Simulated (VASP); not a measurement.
# KF (Fm-3m) in VASP: a series of runs

The runs below take KF through single point, with RPBE, revPBE.

All numbers are computed with VASP 6.6.1; they aren't measurements. Logs are shortened: lines on timing, memory, paths and dates and some standing lists are left out, and cuts for length are marked.

### 1 The cell of the first run

Symmetry: Fm-3m, No. 225, cubic system. Conventional cell: a = 5.623 Å, b = 5.623 Å, c = 5.623 Å, α = 90.00°, β = 90.00°, γ = 90.00°. K (site symmetry m-3m) has 6 F at 2.81 Å within 3.7 Å. Within 3.7 Å of F (site symmetry m-3m) lie 6 K at 2.81 Å.

### 2 Single point, RPBE (22.23 Å³/atom)

Contents of INCAR:

```
  ALGO = Normal
  EDIFF = 1E-6
  ENCUT = 520
  GGA = RP
  ISIF = 2
  ISMEAR = 0
  LASPH = True
  LCHARG = False
  LREAL = False
  LWAVE = False
  NBANDS = 15
  NELM = 80
  PREC = Accurate
  SIGMA = 0.05
```

Contents of KPOINTS:

```
k-points
0
Gamma
  8 8 8
```

Contents of POSCAR:

```
KF
1.0
    0.0000000000      2.8116861669      2.8116861669
    2.8116861669      0.0000000000      2.8116861669
    2.8116861669      2.8116861669      0.0000000000
K F
1 1
Direct
    0.0000000000      0.0000000000      0.0000000000
    0.5000000000      0.5000000000      0.5000000000
```

Potentials or basis: VASP PAW PBE potentials, release 64 (K_sv, F).

On the command line:

```sh
> cat potpaw_PBE.64/K_sv/POTCAR potpaw_PBE.64/F/POTCAR > POTCAR
> mpirun -np 1 vasp_std > vasp.out
```

OUTCAR:

```text
EDIFF = 1E-6
   ENCUT = 520
   GGA = RP
   ISIF = 2
   ISMEAR = 0
   LASPH = True
   LREAL = False
   NELM = 80
   PREC = Accurate

 ion  position               nearest neighbor table
   1  0.000  0.000  0.000-   2 2.81   2 2.81   2 2.81   2 2.81   2 2.81   2 2.81
   2  0.500  0.500  0.500-   1 2.81   1 2.81   1 2.81   1 2.81   1 2.81   1 2.81

  LATTYP: Found a face centered cubic cell.
 ALAT       =     5.6233723338

  Lattice vectors:

 A1 = (   0.0000000000,   2.8116861669,   2.8116861669)
 A2 = (   2.8116861669,   0.0000000000,   2.8116861669)
 A3 = (   2.8116861669,   2.8116861669,   0.0000000000)

Analysis of symmetry for initial positions (statically):
=====================================================================
 Subroutine PRICEL returns:
 Original cell was already a primitive cell.

 Routine SETGRP: Setting up the symmetry group for a
 face centered cubic supercell.

 Subroutine GETGRP returns: Found 48 space group operations
 (whereof 48 operations were pure point group operations)
 out of a pool of 48 trial point group operations.

The static configuration has the point symmetry O_h .

Analysis of symmetry for dynamics (positions and initial velocities):
=====================================================================
 Subroutine PRICEL returns:
 Original cell was already a primitive cell.

 Routine SETGRP: Setting up the symmetry group for a
 face centered cubic supercell.

 Subroutine GETGRP returns: Found 48 space group operations
 (whereof 48 operations were pure point group operations)
 out of a pool of 48 trial point group operations.

The dynamic configuration has the point symmetry O_h .

 Subroutine INISYM returns: Found 48 space group operations
 (whereof 48 operations are pure point group operations),
 and found     1 'primitive' translations

----------------------------------------------------------------------------------------

                                     Primitive cell

  volume of cell :      44.4560

  direct lattice vectors                    reciprocal lattice vectors
     0.000000000  2.811686167  2.811686167    -0.177829235  0.177829235  0.177829235
     2.811686167  0.000000000  2.811686167     0.177829235 -0.177829235  0.177829235
     2.811686167  2.811686167  0.000000000     0.177829235  0.177829235 -0.177829235

  length of vectors
     3.976324710  3.976324710  3.976324710     0.308009270  0.308009270  0.308009270

  position of ions in fractional coordinates (direct lattice)
     0.000000000  0.000000000  0.000000000
     0.500000000  0.500000000  0.500000000

  ion indices of the primitive-cell ions
   primitive index   ion index
                 1           1
                 2           2

----------------------------------------------------------------------------------------

 KPOINTS: k-points

Automatic generation of k-mesh.
 Grid dimensions read from file:
 generate k-points for:    8    8    8

 Generating k-lattice:

  Cartesian coordinates                     Fractional coordinates (reciprocal lattice)
    -0.022228654  0.022228654  0.022228654     0.125000000  0.000000000  0.000000000
     0.022228654 -0.022228654  0.022228654     0.000000000  0.125000000  0.000000000
     0.022228654  0.022228654 -0.022228654     0.000000000  0.000000000  0.125000000

  Length of vectors
     0.038501159  0.038501159  0.038501159

  Shift w.r.t. Gamma in fractional coordinates (k-lattice)
     0.000000000  0.000000000  0.000000000

 Subroutine IBZKPT returns following result:
 ===========================================

 Found     29 irreducible k-points:

 Following reciprocal coordinates:
            Coordinates               Weight
  0.000000  0.000000  0.000000      1.000000
  0.125000  0.000000  0.000000      8.000000
  0.250000  0.000000  0.000000      8.000000
  0.375000  0.000000  0.000000      8.000000
  0.500000  0.000000  0.000000      4.000000
  0.125000  0.125000  0.000000      6.000000
[... 16 lines left out ...]
  0.500000  0.250000  0.125000     48.000000
 -0.375000  0.250000  0.125000     24.000000
 [... further k-points ...]
   k-points           NKPTS =     29   k-points in BZ     NKDIM =     29   number of bands    NBANDS=     15
   number of dos      NEDOS =    301   number of ions     NIONS =      2
   total plane-waves  NPLWV =  27000
   dimension x,y,z NGX =    30 NGY =   30 NGZ =   30
   dimension x,y,z NGXF=    60 NGYF=   60 NGZF=   60
   ions per type =               1   1
   NGX,Y,Z   is equivalent  to a cutoff of  12.54, 12.54, 12.54 a.u.
   NGXF,Y,Z  is equivalent  to a cutoff of  25.09, 25.09, 25.09 a.u.
 SYSTEM =  unknown system
   PREC   = accura    normal or accurate (medium, high low for compatibility)
   ISTART =      0    job   : 0-new  1-cont  2-samecut
   ICHARG =      2    charge: 1-file 2-atom 10-const
   ISPIN  =      1    spin polarized calculation?
   LNONCOLLINEAR =      F non collinear calculations
   LSORBIT =      F    spin-orbit coupling
   LASPH  =      T    aspherical Exc in radial PAW
   ENCUT  =  520.0 eV  38.22 Ry    6.18 a.u.   7.39  7.39  7.39*2*pi/ulx,y,z
   NELM   =     80;   NELMIN=  2; NELMDL= -5     # of ELM steps
   EDIFF  = 0.1E-05   stopping-criterion for ELM
   LREAL  =      F    real-space projection
   EDIFFG = 0.1E-04   stopping-criterion for IOM
   NSW    =      0    number of steps for IOM
   IBRION =     -1    ionic relax: 0-MD 1-quasi-New 2-CG
   NFREE  =      0    steps in history (QN), initial steepest desc. (CG)
   ISIF   =      2    stress and relaxation
   ISYM   =      2    0-nonsym 1-usesym 2-fastsym
   POTIM  = 0.5000    time-step for ionic-motion
   TEBEG  =    0.0;   TEEND  =   0.0 temperature during run
   PSTRESS=    0.0 pullay stress
   NELECT =      16.0000    total number of electrons
   NUPDOWN=      -1.0000    fix difference up-down
   EMIN   =  10.00;   EMAX   =-10.00  energy-range for DOS
   EFERMI =   0.00;   METHOD = LEGACY
   ISMEAR =     0;   SIGMA  =   0.05  broadening in eV -4-tet -1-fermi 0-gaus
   EFERMI_NEDOS =   21; number of points for ismear=-14 and -15
   IALGO  =     38    algorithm
   IMIX   =      4    mixing-type and parameters
     AMIX     =   0.40;   BMIX     =  1.00
     AMIX_MAG =   1.60;   BMIX_MAG =  1.00
  volume/ion in A,a.u.               =      22.23       150.00
  Fermi-wavevector in a.u.,A,eV,Ry     =   1.164496  2.200578 18.450191  1.356051
  Thomas-Fermi vector in A             =   2.301033
   LORBIT       =      0    0 simple, 1 ext, 2 COOP (PROOUT), +10 PAW based schemes
   GGA     = RP    functional components
   LHFCALC =     F    Hartree Fock is set to
   AEXX    =    0.0000 exact exchange contribution
   IVDW    =     0    specifies the selected vdW correction
   LEPSILON=     F    determine dielectric tensor
   LRPA    =     F    only Hartree local field effects (RPA)
 non-spin polarized calculation
 Gauss-broadening in eV      SIGMA  =   0.05
  energy-cutoff  :      520.00
  volume of cell :       44.46
 maximum number of plane-waves:      1243
 NGX is ok and might be reduce to    30
   NGX = 15   NGY = 15   NGZ = 15

 number of electron      16.0000015 magnetization

 Free energy of the ion-electron system (eV)
  ---------------------------------------------------
  ext. energy  EPLUGINS =         0.00000000
  ---------------------------------------------------
  free energy    TOTEN  =        -7.92154928 eV

  energy without entropy =       -7.92154928  energy(sigma->0) =       -7.92154928

 E-fermi :  -2.6828     XC(G=0):  -7.3088

 val. band max:       -2.9289631821   @ k =   0.0000   0.0000   0.0000
 cond. band min:       2.8017431843   @ k =   0.0000   0.0000   0.0000
 fundamental gap:      5.7307063664
 Fermi energy:        -2.6828152497

 k-point     1 :       0.0000    0.0000    0.0000
  band No.  band energies     occupation
      1     -29.7187      2.00000
      2     -21.6306      2.00000
      3     -13.0142      2.00000
      4     -13.0142      2.00000
      5     -13.0142      2.00000
      6      -2.9290      2.00000
      7      -2.9290      2.00000
      8      -2.9290      2.00000
      9       2.8017      0.00000
     10       7.3937      0.00000
     11       7.3937      0.00000
     12       7.3937      0.00000
     13       8.8229      0.00000
     14       8.8229      0.00000
     15      13.4139      0.00000

 k-point     2 :       0.1250    0.0000    0.0000
  band No.  band energies     occupation
      1     -29.7123      2.00000
      2     -21.6347      2.00000
      3     -13.0413      2.00000
      4     -13.0181      2.00000
      5     -13.0181      2.00000
      6      -3.0345      2.00000
      7      -2.9641      2.00000
      8      -2.9641      2.00000
      9       3.1740      0.00000
     10       7.1797      0.00000
     11       7.5666      0.00000
     12       7.5666      0.00000
     13       8.9246      0.00000
     14       8.9246      0.00000
     15      14.0087      0.00000

 k-point     3 :       0.2500    0.0000    0.0000
  band No.  band energies     occupation
      1     -29.6971      2.00000
      2     -21.6459      2.00000
      3     -13.1065      2.00000
      4     -13.0274      2.00000
      5     -13.0274      2.00000
      6      -3.2614      2.00000
      7      -3.0475      2.00000
      8      -3.0475      2.00000
      9       4.1348      0.00000
     10       6.8378      0.00000
     11       7.9833      0.00000
     12       7.9833      0.00000
     13       9.2634      0.00000
     14       9.2634      0.00000
     15      14.3664      0.00000

 k-point     4 :       0.3750    0.0000    0.0000
  band No.  band energies     occupation
      1     -29.6817      2.00000
      2     -21.6572      2.00000
      3     -13.1709      2.00000
      4     -13.0367      2.00000
      5     -13.0367      2.00000
      6      -3.4599      2.00000
      7      -3.1291      2.00000
      8      -3.1291      2.00000
      9       5.2421      0.00000
     10       6.7375      0.00000
     11       8.3488      0.00000
     12       8.3488      0.00000
     13       9.8948      0.00000
     14       9.8948      0.00000
     15      12.6053      0.00000
[... 307 lines left out ...]
 k-point    22 :       0.3750    0.2500    0.1250
  band No.  band energies     occupation
      1     -29.6864      2.00000
      2     -21.6452      2.00000
      3     -13.1303      2.00000
      4     -13.0984      2.00000
      5     -13.0458      2.00000
      6      -3.3328      2.00000
      7      -3.0780      2.00000
      8      -3.0063      2.00000
      9       4.7828      0.00000
     10       6.3341      0.00000
     11       8.3010      0.00000
     12       8.5254      0.00000
     13       9.2236      0.00000
     14       9.6837      0.00000
     15      13.7480      0.00000

 k-point    23 :       0.5000    0.2500    0.1250
  band No.  band energies     occupation
      1     -29.6745      2.00000
      2     -21.6483      2.00000
      3     -13.1861      2.00000
      4     -13.1301      2.00000
      5     -13.0571      2.00000
      6      -3.3713      2.00000
      7      -3.1396      2.00000
      8      -3.0709      2.00000
      9       5.7155      0.00000
     10       6.3743      0.00000
     11       8.1270      0.00000
     12       8.9237      0.00000
     13       9.6781      0.00000
     14      10.4841      0.00000
     15      11.8696      0.00000

 k-point    24 :      -0.3750    0.2500    0.1250
  band No.  band energies     occupation
      1     -29.6696      2.00000
      2     -21.6497      2.00000
      3     -13.2118      2.00000
      4     -13.1392      2.00000
      5     -13.0631      2.00000
      6      -3.3781      2.00000
      7      -3.1363      2.00000
      8      -3.1350      2.00000
      9       6.0631      0.00000
     10       6.6451      0.00000
     11       8.0103      0.00000
     12       9.0248      0.00000
     13      10.0564      0.00000
     14      10.9392      0.00000
     15      10.9741      0.00000

 [... further k-points ...]

------------------------ aborting loop because EDIFF is reached ----------------------------------------

  FORCE on cell =-STRESS in cart. coord.  units (eV):
  Direction    XX          YY          ZZ          XY          YZ          ZX
  --------------------------------------------------------------------------------------
  -------------------------------------------------------------------------------------
  Total       -0.1379932     -0.1379932     -0.1379932      0.0000000     -0.0000000      0.0000000
  in kB       -4.9732205     -4.9732205     -4.9732205      0.0000000     -0.0000000      0.0000000
  external PRESSURE =      -4.9732205 kB  Pullay stress =       0.0000000 kB

 VOLUME and BASIS-vectors are now :
 -----------------------------------------------------------------------------
  energy-cutoff  :      520.00
  volume of cell :       44.46
      direct lattice vectors                 reciprocal lattice vectors
     0.000000000  2.811686167  2.811686167    -0.177829235  0.177829235  0.177829235
     2.811686167  0.000000000  2.811686167     0.177829235 -0.177829235  0.177829235
     2.811686167  2.811686167  0.000000000     0.177829235  0.177829235 -0.177829235

 POSITION                                       TOTAL-FORCE (eV/Angst)
 -----------------------------------------------------------------------------------
      0.00000      0.00000      0.00000        -0.000000      0.000000      0.000000
      2.81169      2.81169      2.81169         0.000000     -0.000000     -0.000000
 -----------------------------------------------------------------------------------
    total drift:                                0.000000      0.000000      0.000000

  FREE ENERGIE OF THE ION-ELECTRON SYSTEM (eV)
  ---------------------------------------------------
  free  energy   TOTEN  =        -7.9215492775 eV

  energy  without entropy=       -7.9215492775  energy(sigma->0) =       -7.92154928
```

Wall time 36 s (1 thread of Intel Xeon 8259CL, shared host); peak memory 0.17 GiB.

What came out:

```
Free energy            : -7.9215 eV
Pressure               : -0.5 GPa
Band gap on the k mesh : 5.73 eV
```

Caveat: the PAW data sets were made with another functional, which shifts forces and pressure a little. RPBE gaps usually lie below the measured ones, often by a third to a half.

### 3 Single point, RPBE (22.66 Å³/atom)

This run uses another cell than the first one, of 22.66 Å³/atom.

Contents of INCAR:

```
  ALGO = Normal
  EDIFF = 1E-7
  ENCUT = 520
  GGA = RP
  ISIF = 2
  ISMEAR = 0
  LASPH = T
  LCHARG = F
  LREAL = F
  LWAVE = F
  NBANDS = 15
  NELM = 100
  PREC = Accurate
  SIGMA = 0.05
```

KPOINTS is that of step 2.

Contents of POSCAR:

```
KF
1.0
    0.0000000000      2.8299443808      2.8299443808
    2.8299443808      0.0000000000      2.8299443808
    2.8299443808      2.8299443808      0.0000000000
K F
1 1
Direct
    0.0000000000      0.0000000000      0.0000000000
    0.5000000000      0.5000000000      0.5000000000
```

Potentials or basis: VASP PAW PBE potentials, release 64 (K_sv, F).

On the command line:

```sh
> cat potpaw_PBE.64/K_sv/POTCAR potpaw_PBE.64/F/POTCAR > POTCAR
> mpirun -np 1 vasp_std > vasp.out
```

It took 38 s on 1 thread of Intel Xeon 8259CL, shared host; peak memory 0.17 GiB.

It converged, with:

```
Free energy            : -7.9186 eV
Pressure               : -0.9 GPa
Band gap on the k mesh : 5.64 eV
```

Levels at points of the mesh, in eV from the valence-band top:
```
           k point  band 5  band 6  band 7  band 8  band 9  band 10  band 11  band 12
(0.00, 0.00, 0.00)  -10.16    0.00    0.00    0.00    5.64    10.26    10.26    10.26
(0.50, 0.00, 0.00)  -10.18   -0.59   -0.22   -0.22    8.55     9.69    11.31    11.31
(0.50, 0.50, 0.00)  -10.27   -0.25   -0.08   -0.08    8.20     9.52    10.81    12.68
```

Caveat: the PAW data sets were made with another functional, which shifts forces and pressure a little. A hybrid or GW would open this gap; RPBE tends to underestimate it.

(Continued in part 2 of 2.)
